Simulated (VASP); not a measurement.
The system is SnTe.

```
CELL_PARAMETERS angstrom
0.00000 3.18581 3.18581
3.18581 0.00000 3.18581
3.18581 3.18581 0.00000
ATOMIC_POSITIONS crystal
Sn 0.00000 0.00000 0.00000
Te 0.50000 0.50000 0.50000
```

```yaml
Program: VASP 6.6.1
Task: relaxation of cell and atoms
Functional: PBE
Dispersion: D3(BJ)
Potentials_or_basis: VASP PAW PBE potentials, release 64 (Sn_d, Te)
Cutoff: 600 eV
k_mesh: 16 × 16 × 16
Occupations: gaussian, width 0.1 eV
Spin: no spin polarisation
```

At the start: pressure -1.3 GPa; volume 32.33 Å³/atom.

**Question.** Where does the relaxation end?

**Answer.** Over 3 steps the energy falls by 3.8 meV/atom and the volume is 31.40 Å³/atom (-2.9 %); space group Fm-3m (No. 225, to 0.1 Å) before and after.

The path:
```csv
step,energy change (eV),largest force (eV/Å),pressure (GPa),volume (Å³)
1,0.0000,0.0000,-1.27,64.67
2,-0.0069,0.0000,0.37,62.29
3,-0.0075,0.0000,-0.01,62.80
```

Final structure:
```cif
data_structure
_symmetry_space_group_name_H-M 'P 1'
_symmetry_Int_Tables_number 1
_cell_length_a 4.4617
_cell_length_b 4.4617
_cell_length_c 4.4617
_cell_angle_alpha 60.000
_cell_angle_beta 60.000
_cell_angle_gamma 60.000
_cell_volume 62.80
loop_
_atom_site_label
_atom_site_type_symbol
_atom_site_fract_x
_atom_site_fract_y
_atom_site_fract_z
_atom_site_occupancy
Sn1 Sn 0.00000 0.00000 0.00000 1
Te1 Te 0.50000 0.50000 0.50000 1
```
